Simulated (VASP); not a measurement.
# TiTe2 (R3m) in VASP: a series of runs

The runs below take TiTe2 through single point, with PBE.

All numbers are computed with VASP 6.6.1; they aren't measurements. Logs are shortened: lines on timing, memory, paths and dates and some standing lists are left out, and cuts for length are marked.

### Step 1. The cell of the first run

Symmetry: R3m, No. 160, trigonal system. The conventional cell has a = 3.760 Å, b = 3.760 Å, c = 20.445 Å, α = 90.00°, β = 90.00°, γ = 120.00°. Within 3.8 Å of Ti (site symmetry 3m) lie 6 Te at 2.78 to 2.80 Å and 6 Ti at 3.76 Å. Te (site symmetry 3m) has 3 Ti at 2.80 Å and 7 Te at 3.50 to 3.76 Å within 3.8 Å. Te (site symmetry 3m) has 3 Ti at 2.78 Å and 7 Te at 3.50 to 3.76 Å within 3.8 Å.

### Step 2. Single point, PBE

Contents of INCAR:

```
ALGO     = Normal         # electronic algorithm
EDIFF    = 1E-6           # SCF threshold, eV
ENCUT    = 500            # plane-wave cutoff, eV
GGA      = PE             # functional
GGA_COMPAT= False        
ISIF     = 2              # what is computed and relaxed
ISMEAR   = -1             # smearing method
LASPH    = True           # aspherical terms in the spheres
LCHARG   = False          # write CHGCAR
LREAL    = False          # projectors in reciprocal space
LWAVE    = False          # write WAVECAR
NBANDS   = 19             # bands
NELM     = 120            # most SCF steps
PREC     = Accurate       # precision mode
SIGMA    = 0.02           # smearing width, eV
```

Contents of KPOINTS:

```
k-points
0
Gamma
  3 3 3
```

Contents of POSCAR:

```
TiTe2
1.0
    1.8800618742      1.0854542292      6.8151508202
   -1.8800618742      1.0854542292      6.8151508202
    0.0000000000     -2.1709084583      6.8151508202
Ti Te
1 2
Direct
   -0.0003050365     -0.0003050365     -0.0003050365
    0.4191340035      0.4191340035      0.4191340035
    0.2478376996      0.2478376996      0.2478376996
```

Potentials or basis: VASP PAW PBE potentials, release 64 (Ti_sv, Te).

Started as:

```bash
$ cat potpaw_PBE.64/Ti_sv/POTCAR potpaw_PBE.64/Te/POTCAR > POTCAR
$ mpirun -np 1 vasp_std > vasp.out
```

OUTCAR:

```text
EDIFF = 1E-6
   ENCUT = 500
   GGA = PE
   ISIF = 2
   ISMEAR = -1
   LASPH = True
   LREAL = False
   NELM = 120
   PREC = Accurate

 ion  position               nearest neighbor table
   1  1.000  1.000  1.000-   3 2.78   3 2.78   3 2.78   2 2.80   2 2.80   2 2.80
   2  0.419  0.419  0.419-   1 2.80   1 2.80   1 2.80   3 3.50
   3  0.248  0.248  0.248-   1 2.78   1 2.78   1 2.78   2 3.50

  LATTYP: Found a trigonal (rhomboedric) cell.
 ALAT       =     7.1525606769
 COS(alpha) =     0.8618180939

  Lattice vectors:

 A1 = (   1.8800618742,   1.0854542292,   6.8151508202)
 A2 = (  -1.8800618742,   1.0854542292,   6.8151508202)
 A3 = (   0.0000000000,  -2.1709084583,   6.8151508202)

Analysis of symmetry for initial positions (statically):
=====================================================================
 Subroutine PRICEL returns:
 Original cell was already a primitive cell.

 Routine SETGRP: Setting up the symmetry group for a
 trigonal (rhombohedral) supercell.

 Subroutine GETGRP returns: Found  6 space group operations
 (whereof  6 operations were pure point group operations)
 out of a pool of 12 trial point group operations.

The static configuration has the point symmetry C_3v.

Analysis of symmetry for dynamics (positions and initial velocities):
=====================================================================
 Subroutine PRICEL returns:
 Original cell was already a primitive cell.

 Routine SETGRP: Setting up the symmetry group for a
 trigonal (rhombohedral) supercell.

 Subroutine GETGRP returns: Found  6 space group operations
 (whereof  6 operations were pure point group operations)
 out of a pool of 12 trial point group operations.

The dynamic configuration has the point symmetry C_3v.

 Subroutine INISYM returns: Found  6 space group operations
 (whereof  6 operations are pure point group operations),
 and found     1 'primitive' translations

----------------------------------------------------------------------------------------

                                     Primitive cell

  volume of cell :      83.4469

  direct lattice vectors                    reciprocal lattice vectors
     1.880061874  1.085454229  6.815150820     0.265948694  0.153545550  0.048910632
    -1.880061874  1.085454229  6.815150820    -0.265948694  0.153545550  0.048910632
     0.000000000 -2.170908458  6.815150820     0.000000000 -0.307091100  0.048910632

  length of vectors
     7.152560677  7.152560677  7.152560677     0.310961724  0.310961724  0.310961724

  position of ions in fractional coordinates (direct lattice)
     0.999694963  0.999694963  0.999694963
     0.419134003  0.419134003  0.419134003
     0.247837700  0.247837700  0.247837700

  ion indices of the primitive-cell ions
   primitive index   ion index
                 1           1
                 2           2
                 3           3

----------------------------------------------------------------------------------------

 KPOINTS: k-points

Automatic generation of k-mesh.
 Grid dimensions read from file:
 generate k-points for:    3    3    3

 Generating k-lattice:

  Cartesian coordinates                     Fractional coordinates (reciprocal lattice)
     0.088649565  0.051181850  0.016303544     0.333333333  0.000000000 -0.000000000
    -0.088649565  0.051181850  0.016303544     0.000000000  0.333333333 -0.000000000
     0.000000000 -0.102363700  0.016303544     0.000000000  0.000000000  0.333333333

  Length of vectors
     0.103653908  0.103653908  0.103653908

  Shift w.r.t. Gamma in fractional coordinates (k-lattice)
     0.000000000  0.000000000  0.000000000

 Subroutine IBZKPT returns following result:
 ===========================================

 Found      6 irreducible k-points:

 Following reciprocal coordinates:
            Coordinates               Weight
  0.000000  0.000000  0.000000      1.000000
  0.333333 -0.000000  0.000000      6.000000
  0.333333  0.333333  0.000000      6.000000
 -0.333333  0.333333  0.000000      6.000000
  0.333333  0.333333  0.333333      2.000000
 -0.333333  0.333333  0.333333      6.000000
   k-points           NKPTS =      6   k-points in BZ     NKDIM =      6   number of bands    NBANDS=     19
   number of dos      NEDOS =    301   number of ions     NIONS =      3
   total plane-waves  NPLWV = 157464
   dimension x,y,z NGX =    54 NGY =   54 NGZ =   54
   dimension x,y,z NGXF=   108 NGYF=  108 NGZF=  108
   ions per type =               1   2
   NGX,Y,Z   is equivalent  to a cutoff of  12.55, 12.55, 12.55 a.u.
   NGXF,Y,Z  is equivalent  to a cutoff of  25.10, 25.10, 25.10 a.u.
 SYSTEM =  unknown system
   PREC   = accura    normal or accurate (medium, high low for compatibility)
   ISTART =      0    job   : 0-new  1-cont  2-samecut
   ICHARG =      2    charge: 1-file 2-atom 10-const
   ISPIN  =      1    spin polarized calculation?
   LNONCOLLINEAR =      F non collinear calculations
   LSORBIT =      F    spin-orbit coupling
   LASPH  =      T    aspherical Exc in radial PAW
   ENCUT  =  500.0 eV  36.75 Ry    6.06 a.u.  13.04 13.04 13.04*2*pi/ulx,y,z
   NELM   =    120;   NELMIN=  2; NELMDL= -5     # of ELM steps
   EDIFF  = 0.1E-05   stopping-criterion for ELM
   LREAL  =      F    real-space projection
[... 7 lines left out ...]
   TEBEG  =    0.0;   TEEND  =   0.0 temperature during run
   PSTRESS=    0.0 pullay stress
   NELECT =      24.0000    total number of electrons
   NUPDOWN=      -1.0000    fix difference up-down
   EMIN   =  10.00;   EMAX   =-10.00  energy-range for DOS
   EFERMI =   0.00;   METHOD = LEGACY
   ISMEAR =    -1;   SIGMA  =   0.02  broadening in eV -4-tet -1-fermi 0-gaus
   EFERMI_NEDOS =   21; number of points for ismear=-14 and -15
   IALGO  =     38    algorithm
   IMIX   =      4    mixing-type and parameters
     AMIX     =   0.40;   BMIX     =  1.00
     AMIX_MAG =   1.60;   BMIX_MAG =  1.00
  volume/ion in A,a.u.               =      27.82       187.71
  Fermi-wavevector in a.u.,A,eV,Ry     =   1.080625  2.042086 15.888217  1.167751
  Thomas-Fermi vector in A             =   2.216621
   LORBIT       =      0    0 simple, 1 ext, 2 COOP (PROOUT), +10 PAW based schemes
   GGA     = PE    functional components
   LHFCALC =     F    Hartree Fock is set to
   AEXX    =    0.0000 exact exchange contribution
   IVDW    =     0    specifies the selected vdW correction
   LEPSILON=     F    determine dielectric tensor
   LRPA    =     F    only Hartree local field effects (RPA)
 non-spin polarized calculation
  energy-cutoff  :      500.00
  volume of cell :       83.45
 maximum number of plane-waves:      2121
 NGX is ok and might be reduce to    54
   NGX = 27   NGY = 27   NGZ = 27

 number of electron      24.0000000 magnetization

 Free energy of the ion-electron system (eV)
  ---------------------------------------------------
  ext. energy  EPLUGINS =         0.00000000
  ---------------------------------------------------
  free energy    TOTEN  =       -15.78229032 eV

  energy without entropy =      -15.77719220  energy(sigma->0) =      -15.77974126

 E-fermi :   6.3429     XC(G=0):  -9.6158

 val. band max:        6.0456023189   @ k =   0.3333   0.3333   0.3333
 cond. band min:       6.3817950270   @ k =  -0.3333   0.3333   0.3333
 fundamental gap:      0.3361927081
 Fermi energy:         6.3428818101

 k-point     1 :       0.0000    0.0000    0.0000
  band No.  band energies     occupation
      1     -50.8055      2.00000
      2     -27.0917      2.00000
      3     -27.0917      2.00000
      4     -27.0148      2.00000
      5      -5.8906      2.00000
      6      -4.5205      2.00000
[... 11 lines left out ...]
     18      11.2437      0.00000
     19      13.0027      0.00000

 k-point     2 :       0.3333   -0.0000    0.0000
  band No.  band energies     occupation
      1     -50.8031      2.00000
      2     -27.1245      2.00000
      3     -27.0993      2.00000
      4     -27.0073      2.00000
      5      -4.8855      2.00000
      6      -3.8943      2.00000
[... 11 lines left out ...]
     18      11.2098      0.00000
     19      12.1794      0.00000

 k-point     3 :       0.3333    0.3333    0.0000
  band No.  band energies     occupation
      1     -50.8031      2.00000
      2     -27.1245      2.00000
      3     -27.0993      2.00000
      4     -27.0073      2.00000
      5      -4.8128      2.00000
      6      -4.0102      2.00000
[... 11 lines left out ...]
     18      11.5980      0.00000
     19      12.3840      0.00000

 k-point     4 :      -0.3333    0.3333    0.0000
  band No.  band energies     occupation
      1     -50.8019      2.00000
      2     -27.1257      2.00000
      3     -27.1182      2.00000
      4     -27.0036      2.00000
      5      -4.1372      2.00000
      6      -3.5571      2.00000
[... 11 lines left out ...]
     18      10.6003      0.00000
     19      11.9926      0.00000

 k-point     5 :       0.3333    0.3333    0.3333
  band No.  band energies     occupation
      1     -50.8055      2.00000
      2     -27.0917      2.00000
      3     -27.0917      2.00000
      4     -27.0148      2.00000
      5      -5.6790      2.00000
      6      -4.8829      2.00000
[... 11 lines left out ...]
     18      11.6308      0.00000
     19      13.2508      0.00000

 k-point     6 :      -0.3333    0.3333    0.3333
  band No.  band energies     occupation
      1     -50.8031      2.00000
      2     -27.1245      2.00000
      3     -27.0993      2.00000
      4     -27.0073      2.00000
      5      -4.6692      2.00000
      6      -4.2054      2.00000
[... 11 lines left out ...]
     18      10.9012      0.00000
     19      12.3552      0.00000

------------------------ aborting loop because EDIFF is reached ----------------------------------------

  FORCE on cell =-STRESS in cart. coord.  units (eV):
  Direction    XX          YY          ZZ          XY          YZ          ZX
  --------------------------------------------------------------------------------------
  -------------------------------------------------------------------------------------
  Total        1.3950640      1.3950640     -0.1169402     -0.0000000     -0.0000000      0.0000000
  in kB       26.7851651     26.7851651     -2.2452464     -0.0000000     -0.0000000      0.0000000
  external PRESSURE =      17.1083613 kB  Pullay stress =       0.0000000 kB

 VOLUME and BASIS-vectors are now :
 -----------------------------------------------------------------------------
  energy-cutoff  :      500.00
  volume of cell :       83.45
      direct lattice vectors                 reciprocal lattice vectors
     1.880061874  1.085454229  6.815150820     0.265948694  0.153545550  0.048910632
    -1.880061874  1.085454229  6.815150820    -0.265948694  0.153545550  0.048910632
     0.000000000 -2.170908458  6.815150820     0.000000000 -0.307091100  0.048910632

 POSITION                                       TOTAL-FORCE (eV/Angst)
 -----------------------------------------------------------------------------------
      0.00000      0.00000     20.43922         0.000000     -0.000000     -0.093812
      0.00000      0.00000      8.56938         0.000000     -0.000000     -0.026905
      0.00000      0.00000      5.06715         0.000000      0.000000      0.120717
 -----------------------------------------------------------------------------------
    total drift:                               -0.000000      0.000000      0.000335

  FREE ENERGIE OF THE ION-ELECTRON SYSTEM (eV)
  ---------------------------------------------------
  free  energy   TOTEN  =       -15.7822903203 eV

  energy  without entropy=      -15.7771921991  energy(sigma->0) =      -15.77974126
```

Wall time 28 s (1 thread of AMD EPYC 9R45 (Zen 5), shared host); peak memory 0.32 GiB.

Results:

- Free energy: -15.7823 eV
- Pressure: 1.7 GPa
- Largest force: 0.121 eV/Å
- Band gap on the k mesh: zero (bands 12 and 13 overlap by 0.44 eV)

Forces in eV/Å, atoms in the order of the input:
```
Ti   0.000  0.000 -0.094
Te   0.000  0.000 -0.027
Te   0.000  0.000  0.121
```

Stress tensor (GPa, compression positive):
```
 2.68  0.00  0.00
 0.00  2.68  0.00
 0.00  0.00 -0.22
```

Caveat: the k points lie up to 0.65 Å⁻¹ apart; spin-orbit coupling is left out, which moves the levels of the heavy elements.

### Step 3. Single point, PBE

Contents of INCAR:

```
SYSTEM = TiTe2
PREC = Accurate
ENCUT = 500
EDIFF = 1E-6
ISMEAR = 1
SIGMA = 0.001
LREAL = .False.
LASPH = .True.
NELM = 120
ALGO = Normal
ISIF = 2
LWAVE = .False.
LCHARG = .True.
GGA = PE
LELF = .True.
LVHAR = .True.
NBANDS = 19
GGA_COMPAT = .False.
```

Contents of KPOINTS:

```
Automatic mesh
0
Gamma
  6 6 6
  0 0 0
```

POSCAR is that of step 2.

Potentials or basis: VASP PAW PBE potentials, release 64 (Ti_sv, Te).

Started as:

```bash
$ cat potpaw_PBE.64/Ti_sv/POTCAR potpaw_PBE.64/Te/POTCAR > POTCAR
$ mpirun -np 1 vasp_std > vasp.out
```

It took 2.3 min on 1 thread of AMD EPYC 9R45 (Zen 5), shared host; peak memory 0.36 GiB.

It converged, with:

- Free energy: -15.8931 eV
- Pressure: 1.1 GPa
- Largest force: 0.160 eV/Å
- Band gap on the k mesh: zero (bands 12 and 13 overlap by 0.54 eV)

Forces in eV/Å, atoms in the order of the input:
```
Ti   0.000  0.000 -0.015
Te   0.000  0.000  0.160
Te   0.000  0.000 -0.145
```

Stress tensor (GPa, compression positive):
```
0.86 0.00 0.00
0.00 0.86 0.00
0.00 0.00 1.50
```

Levels at points of the mesh, in eV from the Fermi level:
```csv
k point,band 10,band 11,band 12,band 13,band 14,band 15
"(0.00, 0.00, 0.00)",-0.30,-0.30,0.54,0.63,2.47,2.47
"(0.50, 0.00, 0.00)",-1.61,-0.59,-0.54,0.00,1.48,1.72
"(0.50, 0.50, 0.00)",-1.42,-1.21,-0.85,0.02,1.43,1.75
"(0.50, 0.50, 0.50)",-1.08,-0.24,-0.24,1.14,2.62,2.62
```

Caveat: spin-orbit coupling is left out, which moves the levels of the heavy elements.

The gap in the log of VASP goes by the Fermi energy; the results here count the filled bands.